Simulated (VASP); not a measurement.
Set up this calculation in VASP 6.6.1, as the native input.

- Task: single point
- Functional: PBE
- Dispersion: D3(BJ)
- Potentials or basis: VASP PAW PBE potentials, release 64 (Pt, S)
- Cutoff: 520 eV
- k mesh: 12 × 12 × 8
- Occupations: gaussian, width 0.02 eV
- Spin: no spin polarisation
- Dipole correction: no
- Further INCAR settings: ALGO = Normal; EDIFF = 1e-06; NBANDS = 18

The structure of PtS2 lies in POSCAR:

```
PtS2
1.0
    3.5832742388      0.0000000000      0.0000000000
   -1.7916371194      3.1032065195      0.0000000000
    0.0000000000      0.0000000000      4.6628321932
Pt S
1 2
Direct
    0.0000000000      0.0000000000      0.0000000000
    0.3333333333      0.6666666667      0.2587415426
    0.6666666667      0.3333333333      0.7412584574
```

These files were run (other wordings do the same):

INCAR

```
SYSTEM = PtS2
PREC = Accurate ; ENCUT = 520
EDIFF = 1E-6 ; ISMEAR = 0
SIGMA = 0.02 ; LREAL = .False.
LASPH = .True. ; NELM = 60
ALGO = Normal ; ISIF = 2
LWAVE = .False. ; LCHARG = .False.
GGA = PE ; IVDW = 12
NBANDS = 18
```

KPOINTS

```
Automatic mesh
0
Gamma
  12 12 8
  0 0 0
```

Potentials or basis: VASP PAW PBE potentials, release 64 (Pt, S).

Launch:

```bash
$ cat potpaw_PBE.64/Pt/POTCAR potpaw_PBE.64/S/POTCAR > POTCAR
$ mpirun -np 1 vasp_std > vasp.out
```

It gave:

- Pressure: -0.5 GPa
- Largest force: 0.044 eV/Å
- Band gap on the k mesh: 0.07 eV, indirect (least direct gap 0.69 eV)
- Dispersion energy per atom: -0.451 eV

Caveat: spin-orbit coupling is left out, which moves the levels of the heavy elements.

It took 59 s on 1 thread of AMD EPYC 9R45 96-Core Processor (Zen 5) (shared host), peak memory 0.23 GiB.
